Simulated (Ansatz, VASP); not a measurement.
# TiO2: VASP beside Ansatz

INCAR

```
SYSTEM = TiO2
ALGO = Normal
EDIFF = 1E-6
EDIFFG = -0.01
ENCUT = 630
GGA = PE
IBRION = 2
ISIF = 3
ISMEAR = -1
LASPH = .True.
LCHARG = .False.
LREAL = .False.
LWAVE = .False.
NELM = 60
NSW = 40
PREC = Accurate
SIGMA = 0.05
```

File KPOINTS:

```
k-points
0
Gamma
  6 6 9
  0 0 0
```

File POSCAR:

```
TiO2
1.0
    4.5998373239      0.0000000000      0.0000000000
    0.0000000000      4.5998373239      0.0000000000
    0.0000000000      0.0000000000      2.9592135600
Ti O
2 4
Direct
    0.0000000000      0.0000000000      0.5000000000
    0.5000000000      0.5000000000      0.0000000000
    0.3043213200      0.3043213200      0.5000000000
    0.1956786800      0.8043213200      0.0000000000
    0.8043213200      0.1956786800      0.0000000000
    0.6956786800      0.6956786800      0.5000000000
```

input.yaml

```yaml
crystal:
  lattice:
    - [4.5998373239, 0.0, 0.0]
    - [0.0, 4.5998373239, 0.0]
    - [0.0, 0.0, 2.95921356]
  atoms:
    - { symbol: Ti, position: [0.0, 0.0, 0.5] }
    - { symbol: Ti, position: [0.5, 0.5, 0.0] }
    - { symbol: O, position: [0.30432132, 0.30432132, 0.5] }
    - { symbol: O, position: [0.19567868, 0.80432132, 0.0] }
    - { symbol: O, position: [0.80432132, 0.19567868, 0.0] }
    - { symbol: O, position: [0.69567868, 0.69567868, 0.5] }
hamiltonian:
  xc: pbe
  pseudopotentials: { kind: paw }
kpoints:
  mp_grid: { grid: [6, 6, 9] }
scf:
  occupations: { method: fermi_dirac, width: 0.05 }
output:
  forces: true
  stress: true
relax:
  f_tol: 0.01
  max_steps: 40
  cell: { stress_tol: 0.05 }
```

Alike in both runs: task relaxation of cell and atoms; functional PBE; k mesh 6 × 6 × 9; occupations fermi-dirac, width 0.05 eV; no spin polarisation.

|  | VASP | Ansatz |
| --- | --- | --- |
| version | VASP 6.6.1 | Ansatz 0.2.0 |
| potentials or method | VASP PAW PBE potentials, release 64 (Ti_sv_GW, O_GW) | Ansatz PAW |
| plane-wave cutoff (eV) | 630 | 420 |
| valence electrons in the cell | 48 | 48 |

```tsv
	VASP	Ansatz	Ansatz less VASP
relaxed volume (Å³/atom)	10.60	10.65	+0.045
relaxed cell length with the largest relative difference (Å)	4.635	4.643	+0.0088
```

Noted on Ansatz's run: odd divisions of the mesh miss points on the zone boundary, where band edges often lie, so the gap on the mesh can be too wide; the plane-wave basis is chosen anew once the cell has moved, so the energies of steps on either side of that aren't comparable.
